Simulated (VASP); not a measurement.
## ZrB: single point with PBE

ZrB:

```
Zr B
1.0
     0.00000    2.45212    2.45212
     2.42760    0.00000    2.45212
     2.42760    2.45212    0.00000
Zr B
1 1
Direct
  0.50000 0.50000 0.50000
  0.00000 0.00000 0.00000
```

```json
{
  "Program": "VASP 6.6.1",
  "Task": "single point",
  "Functional": "PBE",
  "Potentials or basis": "VASP PAW PBE potentials, release 64 (Zr_sv, B)",
  "Cutoff": "520 eV",
  "k mesh": "12 × 12 × 12",
  "Occupations": "gaussian, width 0.05 eV",
  "Spin": "no spin polarisation"
}
```

```
Pressure               : 1.8 GPa
Band gap on the k mesh : zero (an odd number of electrons rules out a gap without spin polarisation)
```

Stress tensor (GPa, compression positive):
```
3.94 0.00 0.00
0.00 0.72 0.00
0.00 0.00 0.72
```

Levels at points of the mesh, in eV from the Fermi level:
```csv
k point,band 5,band 6,band 7,band 8,band 9,band 10,band 11,band 12
"(0.00, 0.00, 0.00)",-8.04,1.74,1.74,1.84,3.14,3.23,3.45,3.45
"(0.50, 0.00, 0.00)",-4.14,-3.81,-1.17,-1.14,4.85,4.91,6.17,7.55
"(0.50, 0.50, 0.00)",-6.11,-0.79,-0.77,2.09,2.12,4.61,5.76,5.85
"(0.00, 0.50, 0.50)",-6.10,-0.78,-0.68,2.04,2.04,4.63,5.81,5.81
```

It took 100 s on 1 thread of Intel Xeon 8259CL (shared host), peak memory 0.21 GiB.

Caveat: an odd number of electrons without spin polarisation forces a metal; a magnetic or distorted state may lie lower.
